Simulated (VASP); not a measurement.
Input of a VASP 6.6.1 run:

The input INCAR:

```
PREC = Accurate ; ENCUT = 520
EDIFF = 1E-6 ; ISMEAR = -1
SIGMA = 0.05 ; LREAL = False
LASPH = True ; NELM = 150
ALGO = Fast ; ISIF = 2
LWAVE = False ; LCHARG = True
ISPIN = 2 ; MAGMOM = 2 2 2 1
LORBIT = 11 ; LMAXMIX = 4
GGA = PS ; LELF = True
LVHAR = True ; NBANDS = 32
```

KPOINTS

```
Automatic mesh
0
Gamma
  8 8 8
```

Contents of POSCAR:

```
TiCo3
1.0
    3.4981019942      0.0000000000      0.0000000000
    0.0000000000      3.4981019942      0.0000000000
    0.0000000000      0.0000000000      3.4981019942
Co Ti
3 1
Direct
    0.5000000000      0.5000000000      0.0000000000
    0.5000000000      0.0000000000      0.5000000000
    0.0000000000      0.5000000000      0.5000000000
    0.0000000000      0.0000000000      0.0000000000
```

Potentials or basis: VASP PAW PBE potentials, release 64 (Co, Ti_sv).

Run with:

```sh
$ cat potpaw_PBE.64/Co/POTCAR potpaw_PBE.64/Ti_sv/POTCAR > POTCAR
$ mpirun -np 1 vasp_std > vasp.out
```

(1) Estimate the site moments.

(2) Predict the pressure.

(3) Predict the net moment.

Answers

(1) Co +0.16; Ti -0.06 μB.

(2) 5.5 GPa.

(3) 0.41 μB per cell.

Caveat: the cell stands under pressure; the PAW data sets were made with another functional, which shifts forces and pressure a little.
